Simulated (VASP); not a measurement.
Wanted: the native input for a VASP 6.6.1 run.

```
Task                   : single point
Functional             : PBE
Potentials or basis    : VASP PAW PBE potentials, release 64 (Hf_pv, O)
Cutoff                 : 520 eV
k mesh                 : 8 × 8 × 8
Occupations            : gaussian, width 0.01 eV
Spin                   : no spin polarisation
Hubbard terms          : Hf d U = 6.0 eV
Dipole correction      : no
Further INCAR settings : ALGO = Normal; EDIFF = 1e-06; NBANDS = 18
```

The structure of HfO2 lies in POSCAR:

```
HfO2
1.0
    0.0000000000      2.5453710076      2.5453710076
    2.5453710076      0.0000000000      2.5453710076
    2.5453710076      2.5453710076      0.0000000000
Hf O
1 2
Direct
    0.0000000000      0.0000000000      0.0000000000
    0.2500000000      0.2500000000      0.2500000000
    0.7500000000      0.7500000000      0.7500000000
```

One way to write it, as run:

INCAR

```
SYSTEM = HfO2
PREC = Accurate
ENCUT = 520
EDIFF = 1E-6
ISMEAR = 0
SIGMA = 0.01
LREAL = .FALSE.
LASPH = .TRUE.
NELM = 150
ALGO = Normal
ISIF = 2
LWAVE = .FALSE.
LCHARG = .TRUE.
LMAXMIX = 4
LDAU = .TRUE.
LDAUTYPE = 2
LDAUL = 2 -1
LDAUU = 6 0
LDAUJ = 0 0
LDAUPRINT = 1
GGA = PE
LELF = .TRUE.
LVHAR = .TRUE.
NBANDS = 18
```

KPOINTS

```
regular mesh
0
G
  8 8 8
  0 0 0
```

Potentials or basis: VASP PAW PBE potentials, release 64 (Hf_pv, O).

Launch:

```console
$ cat potpaw_PBE.64/Hf_pv/POTCAR potpaw_PBE.64/O/POTCAR > POTCAR
$ mpirun -np 1 vasp_std > vasp.out
```

Results of the run:

The pressure is 14.1 GPa and the band gap on the k mesh is 4.50 eV, direct.

Caveat: spin-orbit coupling is left out, which moves the levels of the heavy elements.

Wall time 13 s on 1 thread of Intel(R) Xeon(R) Platinum 8488C (Sapphire Rapids) (shared host), peak memory 0.16 GiB.
